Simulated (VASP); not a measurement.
Write the native input for VASP 6.6.1 that does the following.

```yaml
Task: single point
Functional: PBE
Potentials_or_basis: VASP PAW PBE potentials, release 64 (Lu, Si, O)
Cutoff: 520 eV
k_mesh: 4 × 4 × 4
Occupations: gaussian, width 0.1 eV
Spin: no spin polarisation
Dipole_correction: no
Further_INCAR_settings: ALGO = Normal; EDIFF = 1e-06; NBANDS = 40
```

The structure of Lu2Si2O lies in POSCAR:

```
Lu2Si2O
1.0
    3.0419903832      0.0000000000      0.0000000000
    0.0000000000      3.0419903832      0.0000000000
    0.0000000000      0.0000000000      9.0817681160
Lu Si O
2 2 1
Direct
    0.5000000000      0.5000000000      0.1702077687
    0.5000000000      0.5000000000      0.8297922313
    0.0000000000      0.0000000000      0.3733604662
    0.0000000000      0.0000000000      0.6266395338
    0.0000000000      0.0000000000      0.0000000000
```

The cell was generated, and may not be a known phase.

The input as run:

INCAR

```
PREC = Accurate ; ENCUT = 520
EDIFF = 1E-6 ; ISMEAR = 0
SIGMA = 0.1 ; LREAL = F
LASPH = T ; NELM = 100
ALGO = Normal ; ISIF = 2
LWAVE = F ; LCHARG = F
GGA = PE ; NBANDS = 40
```

KPOINTS

```
Automatic mesh
0
Gamma
  4 4 4
```

Potentials or basis: VASP PAW PBE potentials, release 64 (Lu, Si, O).

The run is started by

```sh
$ cat potpaw_PBE.64/Lu/POTCAR potpaw_PBE.64/Si/POTCAR potpaw_PBE.64/O/POTCAR > POTCAR
$ mpirun -np 1 vasp_std > vasp.out
```

It gave:

```yaml
Pressure: 0.3 GPa
Largest_force: 0.037 eV/Å
Band_gap_on_the_k_mesh: zero (bands 32 and 33 overlap by 1.91 eV)
```

Caveat: the k points lie up to 0.52 Å⁻¹ apart, too coarse for converged energies and pressures of a metal; spin-orbit coupling is left out, which moves the levels of the heavy elements.

It took 32 s on 1 thread of Intel(R) Xeon(R) 6975P-C (Granite Rapids), on a shared host, peak memory 0.22 GiB.
